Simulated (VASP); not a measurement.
# Pt (P-1) in VASP: single point with PBEsol

Aim: the single point of Pt with PBEsol.

Program: VASP 6.6.1. These are calculated values, not measurements. Logs are shortened: lines on timing, memory, paths and dates and some standing lists are left out, and cuts for length are marked.

## Step 1: The cell of the first run

The typed cell holds 2 atoms: a = 2.874 Å, b = 2.799 Å, c = 5.039 Å, α = 90.74°, β = 88.43°, γ = 119.78°.

## Step 2: Single point, PBEsol (strained and its atoms moved)

INCAR

```
ALGO = Fast
EDIFF = 1E-7
ENCUT = 520
GGA = PS
ISIF = 2
ISMEAR = 0
LASPH = True
LCHARG = True
LELF = True
LREAL = False
LVHAR = True
LWAVE = False
NBANDS = 17
NELM = 80
PREC = Accurate
SIGMA = 0.1
```

KPOINTS

```
k-points
0
Gamma
  14 16 8
```

POSCAR

```
Pt
1.0
    2.8740461526      0.0273581963      0.0396707649
   -1.4133301834      2.4160497872     -0.0183530824
    0.0688629656      0.0029711231      5.0388809797
Pt
2
Direct
    0.6949655743      0.2802500627      0.7819706107
    0.3050344257      0.7197499373      0.2180293893
```

Potentials or basis: VASP PAW PBE potentials, release 64 (Pt).

On the command line:

```console
cat potpaw_PBE.64/Pt/POTCAR > POTCAR
mpirun -np 1 vasp_std > vasp.out
```

OUTCAR:

```text
EDIFF = 1E-7
   ENCUT = 520
   GGA = PS
   ISIF = 2
   ISMEAR = 0
   LASPH = True
   LREAL = False
   NELM = 80
   PREC = Accurate

 ion  position               nearest neighbor table
   1  0.695  0.280  0.782-   2 2.60   2 2.72   2 2.96   2 3.18   2 3.22
   2  0.305  0.720  0.218-   1 2.60   1 2.72   1 2.96   1 3.18   1 3.22

  LATTYP: Found a triclinic cell.
 ALAT       =     2.8468207109
 B/A-ratio  =     2.4605719093
 C/A-ratio  =     0.9832481598
 COS(alpha) =     0.0012521491
 COS(beta)  =     0.4817054696
 COS(gamma) =     0.6095340266

  Lattice vectors:

 A1 = (   1.4607159692,   2.4434079835,   0.0213176825)
 A2 = (   4.2658991562,   2.4677950567,  -4.9778925323)
 A3 = (  -1.4133301834,   2.4160497872,  -0.0183530824)

Analysis of symmetry for initial positions (statically):
=====================================================================
 Subroutine PRICEL returns:
 Original cell was already a primitive cell.

 Routine SETGRP: Setting up the symmetry group for a
 triclinic supercell.

 Subroutine GETGRP returns: Found  2 space group operations
 (whereof  2 operations were pure point group operations)
 out of a pool of  2 trial point group operations.

The static configuration has the point symmetry S_2 .

Analysis of symmetry for dynamics (positions and initial velocities):
=====================================================================
 Subroutine PRICEL returns:
 Original cell was already a primitive cell.

 Routine SETGRP: Setting up the symmetry group for a
 triclinic supercell.

 Subroutine GETGRP returns: Found  2 space group operations
 (whereof  2 operations were pure point group operations)
 out of a pool of  2 trial point group operations.

The dynamic configuration has the point symmetry S_2 .

 Subroutine INISYM returns: Found  2 space group operations
 (whereof  2 operations are pure point group operations),
 and found     1 'primitive' translations

----------------------------------------------------------------------------------------

                                     Primitive cell

  volume of cell :      35.1774

  direct lattice vectors                    reciprocal lattice vectors
     2.874046153  0.027358196  0.039670765     0.346081681  0.202412506 -0.004849014
    -1.413330183  2.416049787 -0.018353082    -0.003915496  0.411606849 -0.000189189
     0.068862966  0.002971123  5.038880980    -0.002738939 -0.000094387  0.198494248

  length of vectors
     2.874450126  2.799131225  5.039352385     0.400957436  0.411625515  0.198513166

  position of ions in fractional coordinates (direct lattice)
     0.694965574  0.280250063  0.781970611
     0.305034426  0.719749937  0.218029389

  ion indices of the primitive-cell ions
   primitive index   ion index
                 1           1
                 2           2

----------------------------------------------------------------------------------------

 KPOINTS: k-points

Automatic generation of k-mesh.
 Grid dimensions read from file:
 generate k-points for:   14   16    8

 Generating k-lattice:

  Cartesian coordinates                     Fractional coordinates (reciprocal lattice)
     0.024720120  0.014458036 -0.000346358     0.071428571  0.000000000 -0.000000000
    -0.000244718  0.025725428 -0.000011824     0.000000000  0.062500000  0.000000000
    -0.000342367 -0.000011798  0.024811781     0.000000000 -0.000000000  0.125000000

  Length of vectors
     0.028639817  0.025726595  0.024814146

  Shift w.r.t. Gamma in fractional coordinates (k-lattice)
     0.000000000  0.000000000  0.000000000

 Subroutine IBZKPT returns following result:
 ===========================================

 Found    900 irreducible k-points:

 Following reciprocal coordinates:
            Coordinates               Weight
  0.000000  0.000000  0.000000      1.000000
  0.071429 -0.000000  0.000000      2.000000
  0.142857 -0.000000  0.000000      2.000000
  0.214286 -0.000000  0.000000      2.000000
  0.285714 -0.000000  0.000000      2.000000
  0.357143 -0.000000  0.000000      2.000000
[... 16 lines left out ...]
 -0.000000  0.125000  0.000000      2.000000
  0.071429  0.125000  0.000000      2.000000
 [... further k-points ...]
   k-points           NKPTS =    900   k-points in BZ     NKDIM =    900   number of bands    NBANDS=     17
   number of dos      NEDOS =    301   number of ions     NIONS =      2
   total plane-waves  NPLWV =  23040
   dimension x,y,z NGX =    24 NGY =   24 NGZ =   40
   dimension x,y,z NGXF=    48 NGYF=   48 NGZF=   80
   ions per type =               2
   NGX,Y,Z   is equivalent  to a cutoff of  13.88, 14.25, 13.20 a.u.
   NGXF,Y,Z  is equivalent  to a cutoff of  27.76, 28.51, 26.39 a.u.
 SYSTEM =  unknown system
   PREC   = accura    normal or accurate (medium, high low for compatibility)
   ISTART =      0    job   : 0-new  1-cont  2-samecut
   ICHARG =      2    charge: 1-file 2-atom 10-const
   ISPIN  =      1    spin polarized calculation?
   LNONCOLLINEAR =      F non collinear calculations
   LSORBIT =      F    spin-orbit coupling
   LASPH  =      T    aspherical Exc in radial PAW
   ENCUT  =  520.0 eV  38.22 Ry    6.18 a.u.   5.34  5.20  9.37*2*pi/ulx,y,z
   NELM   =     80;   NELMIN=  2; NELMDL= -5     # of ELM steps
   EDIFF  = 0.1E-06   stopping-criterion for ELM
   LREAL  =      F    real-space projection
   EDIFFG = 0.1E-05   stopping-criterion for IOM
   NSW    =      0    number of steps for IOM
   IBRION =     -1    ionic relax: 0-MD 1-quasi-New 2-CG
   NFREE  =      0    steps in history (QN), initial steepest desc. (CG)
   ISIF   =      2    stress and relaxation
   ISYM   =      2    0-nonsym 1-usesym 2-fastsym
   POTIM  = 0.5000    time-step for ionic-motion
   TEBEG  =    0.0;   TEEND  =   0.0 temperature during run
   PSTRESS=    0.0 pullay stress
   NELECT =      20.0000    total number of electrons
   NUPDOWN=      -1.0000    fix difference up-down
   EMIN   =  10.00;   EMAX   =-10.00  energy-range for DOS
   EFERMI =   0.00;   METHOD = LEGACY
   ISMEAR =     0;   SIGMA  =   0.10  broadening in eV -4-tet -1-fermi 0-gaus
   EFERMI_NEDOS =   21; number of points for ismear=-14 and -15
   IALGO  =     68    algorithm
   IMIX   =      4    mixing-type and parameters
     AMIX     =   0.40;   BMIX     =  1.00
     AMIX_MAG =   1.60;   BMIX_MAG =  1.00
  volume/ion in A,a.u.               =      17.59       118.69
  Fermi-wavevector in a.u.,A,eV,Ry     =   1.356221  2.562886 25.025669  1.839335
  Thomas-Fermi vector in A             =   2.483242
   LORBIT       =      0    0 simple, 1 ext, 2 COOP (PROOUT), +10 PAW based schemes
   GGA     = PS    functional components
   LHFCALC =     F    Hartree Fock is set to
   AEXX    =    0.0000 exact exchange contribution
   IVDW    =     0    specifies the selected vdW correction
   LEPSILON=     F    determine dielectric tensor
   LRPA    =     F    only Hartree local field effects (RPA)
 non-spin polarized calculation
 RMM-DIIS sequential band-by-band and
 Gauss-broadening in eV      SIGMA  =   0.10
  energy-cutoff  :      520.00
  volume of cell :       35.18
 maximum number of plane-waves:       962
 NGX is ok and might be reduce to    24
   NGX = 11   NGY = 11   NGZ = 19

 number of electron      19.9999999 magnetization

 Free energy of the ion-electron system (eV)
  ---------------------------------------------------
  ext. energy  EPLUGINS =         0.00000000
  ---------------------------------------------------
  free energy    TOTEN  =       -13.10770289 eV

  energy without entropy =      -13.08701672  energy(sigma->0) =      -13.09735980

 E-fermi :   8.4294     XC(G=0): -12.6683

 val. band max:        8.4291477222   @ k =   0.3571   0.4375   0.5000
 cond. band min:       8.4300338531   @ k =  -0.4286   0.2500   0.5000
 fundamental gap:      0.0008861309
 Fermi energy:         8.4294475156

 k-point     1 :       0.0000    0.0000    0.0000
  band No.  band energies     occupation
      1      -0.4402      2.00000
      2       2.0178      2.00000
      3       4.6121      2.00000
      4       5.0674      2.00000
      5       5.4015      2.00000
      6       5.6477      2.00000
[... 9 lines left out ...]
     16      24.8953      0.00000
     17      27.5801      0.00000

 k-point     2 :       0.0714   -0.0000    0.0000
  band No.  band energies     occupation
      1      -0.2757      2.00000
      2       2.1708      2.00000
      3       4.6129      2.00000
      4       5.0001      2.00000
      5       5.3680      2.00000
      6       5.7547      2.00000
[... 9 lines left out ...]
     16      25.0732      0.00000
     17      26.8373      0.00000

 k-point     3 :       0.1429   -0.0000    0.0000
  band No.  band energies     occupation
      1       0.1980      2.00000
      2       2.5884      2.00000
      3       4.5277      2.00000
      4       4.8328      2.00000
      5       5.3488      2.00000
      6       5.8970      2.00000
[... 9 lines left out ...]
     16      25.4603      0.00000
     17      26.2141      0.00000

 k-point     4 :       0.2143   -0.0000    0.0000
  band No.  band energies     occupation
      1       0.9106      2.00000
      2       3.0813      2.00000
      3       4.3690      2.00000
      4       4.6011      2.00000
      5       5.2855      2.00000
      6       5.5426      2.00000
[... 9 lines left out ...]
     16      25.1314      0.00000
     17      25.8916      0.00000

 k-point     5 :       0.2857   -0.0000    0.0000
  band No.  band energies     occupation
      1       1.7027      2.00000
      2       3.2296      2.00000
      3       4.1003      2.00000
      4       4.6696      2.00000
      5       5.1281      2.00000
      6       5.4399      2.00000
[... 9 lines left out ...]
     16      23.9258      0.00000
     17      24.6241      0.00000

 k-point     6 :       0.3571   -0.0000    0.0000
  band No.  band energies     occupation
      1       2.3076      2.00000
      2       3.0632      2.00000
      3       3.7654      2.00000
      4       4.7780      2.00000
      5       5.2414      2.00000
      6       5.7314      2.00000
[... 9 lines left out ...]
     16      22.7029      0.00000
     17      22.8598      0.00000

 k-point     7 :       0.4286   -0.0000    0.0000
  band No.  band energies     occupation
      1       2.5918      2.00000
      2       2.8702      2.00000
      3       3.5307      2.00000
      4       4.7627      2.00000
      5       5.5647      2.00000
      6       6.0708      2.00000
[... 9 lines left out ...]
     16      21.5275      0.00000
     17      21.8904      0.00000

 k-point     8 :       0.5000   -0.0000   -0.0000
  band No.  band energies     occupation
      1       2.7126      2.00000
      2       2.7403      2.00000
      3       3.4483      2.00000
      4       4.7334      2.00000
      5       5.8040      2.00000
      6       6.1191      2.00000
[... 9 lines left out ...]
     16      20.9452      0.00000
     17      21.5621      0.00000
[... 203 lines left out ...]
      1       1.4351      2.00000
      2       3.3304      2.00000
      3       4.1788      2.00000
      4       4.4867      2.00000
      5       5.0179      2.00000
      6       5.4927      2.00000
[... 9 lines left out ...]
     16      24.2406      0.00000
     17      25.7153      0.00000

 k-point    20 :      -0.2143    0.0625    0.0000
  band No.  band energies     occupation
      1       0.6516      2.00000
      2       2.9291      2.00000
      3       4.3544      2.00000
      4       4.6658      2.00000
      5       5.3592      2.00000
      6       5.5948      2.00000
[... 9 lines left out ...]
     16      25.6158      0.00000
     17      26.0798      0.00000

 k-point    21 :      -0.1429    0.0625    0.0000
  band No.  band energies     occupation
      1       0.0402      2.00000
      2       2.4303      2.00000
      3       4.5420      2.00000
      4       4.9346      2.00000
      5       5.3969      2.00000
      6       5.9174      2.00000
[... 9 lines left out ...]
     16      25.1485      0.00000
     17      26.3119      0.00000

 k-point    22 :      -0.0714    0.0625   -0.0000
  band No.  band energies     occupation
      1      -0.2926      2.00000
      2       2.1428      2.00000
      3       4.6174      2.00000
      4       5.1175      2.00000
      5       5.4156      2.00000
      6       5.6476      2.00000
[... 9 lines left out ...]
     16      24.8275      0.00000
     17      27.0957      0.00000

 k-point    23 :      -0.0000    0.1250    0.0000
  band No.  band energies     occupation
      1       0.0885      2.00000
      2       2.5170      2.00000
      3       4.6808      2.00000
      4       5.0907      2.00000
      5       5.4816      2.00000
      6       5.6570      2.00000
[... 9 lines left out ...]
     16      25.4740      0.00000
     17      26.0891      0.00000

 k-point    24 :       0.0714    0.1250    0.0000
  band No.  band energies     occupation
      1       0.5218      2.00000
      2       2.9122      2.00000
      3       4.5825      2.00000
      4       4.9834      2.00000
      5       5.2604      2.00000
      6       5.7709      2.00000
[... 9 lines left out ...]
     16      25.8681      0.00000
     17      26.3089      0.00000

 [... further k-points ...]

------------------------ aborting loop because EDIFF is reached ----------------------------------------

  FORCE on cell =-STRESS in cart. coord.  units (eV):
  Direction    XX          YY          ZZ          XY          YZ          ZX
  --------------------------------------------------------------------------------------
  -------------------------------------------------------------------------------------
  Total       -5.2103678     -4.3241387     -3.0629743     -0.3801007     -0.7043674     -0.0967546
  in kB     -237.3097890   -196.9458715   -139.5052738    -17.3119471    -32.0808994     -4.4067561
  external PRESSURE =    -191.2536448 kB  Pullay stress =       0.0000000 kB

 VOLUME and BASIS-vectors are now :
 -----------------------------------------------------------------------------
  energy-cutoff  :      520.00
  volume of cell :       35.18
      direct lattice vectors                 reciprocal lattice vectors
     2.874046153  0.027358196  0.039670765     0.346081681  0.202412506 -0.004849014
    -1.413330183  2.416049787 -0.018353082    -0.003915496  0.411606849 -0.000189189
     0.068862966  0.002971123  5.038880980    -0.002738939 -0.000094387  0.198494248

 POSITION                                       TOTAL-FORCE (eV/Angst)
 -----------------------------------------------------------------------------------
      1.65513      0.69843      3.96268         0.263416      0.176310     -1.651334
     -0.12555      1.74794      1.09752        -0.263416     -0.176310      1.651334
 -----------------------------------------------------------------------------------
    total drift:                                0.000000     -0.000000      0.000000

  FREE ENERGIE OF THE ION-ELECTRON SYSTEM (eV)
  ---------------------------------------------------
  free  energy   TOTEN  =       -13.1077028853 eV

  energy  without entropy=      -13.0870167188  energy(sigma->0) =      -13.09735980
```

Run time: 13 min. Hardware: 1 thread of Intel Xeon 8259CL, shared host; peak memory 0.53 GiB.

Results:

```yaml
Free_energy: -13.1077 eV
Pressure: -19.1 GPa
Largest_force: 1.681 eV/Å
Band_gap_on_the_k_mesh: zero (bands 10 and 11 overlap by 1.22 eV)
```

Forces on the atoms (eV/Å):
```
Pt   0.263  0.176 -1.651
Pt  -0.263 -0.176  1.651
```

Stress tensor (GPa, compression positive):
```
-23.73  -1.73  -0.44
 -1.73 -19.69  -3.21
 -0.44  -3.21 -13.95
```

Caveat: the cell differs from its parent crystal (strained and its atoms moved); the stress differs along the axes, from -24 to -14 GPa; the PAW data sets were made with another functional, which shifts forces and pressure a little; spin-orbit coupling is left out, which moves the levels of the heavy elements.
